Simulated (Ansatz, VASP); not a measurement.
# One calculation of Si, two programs

```
CELL_PARAMETERS angstrom
3.80169 0.00000 0.00000
-1.90084 3.29236 0.00000
0.00000 0.00000 6.28869
ATOMIC_POSITIONS crystal
Si 0.33333 0.66667 0.06304
Si 0.66667 0.33333 0.56304
Si 0.33333 0.66667 0.43696
Si 0.66667 0.33333 0.93696
```

Alike in both runs: functional LDA; k mesh 12 × 12 × 6; occupations gaussian, width 0.02 eV; no spin polarisation.

Ansatz relaxed the structure, and its values are those at the end. VASP's run is a single point on that final structure, the one shown.

|  | VASP | Ansatz |
| --- | --- | --- |
| version | VASP 6.6.1 | Ansatz 0.2.0 |
| potentials or method | VASP PAW LDA potentials, release 64 (Si), cutoff 520 eV | scalar-relativistic, plane waves, PAW |
| valence electrons in the cell | 16 | 16 |

```csv
,VASP,Ansatz,Ansatz less VASP
gap on the k mesh at the Fermi level (eV),0.27,0.27,+0.004
least direct gap on the mesh (eV),1.00,0.99,-0.007
pressure (GPa),0.1,0.0,-0.06
```

Ansatz warns that its potentials were made for another functional, while VASP's fit it. LDA's correlation is that of Perdew and Zunger in VASP and of Perdew and Wang (1992) in Ansatz.
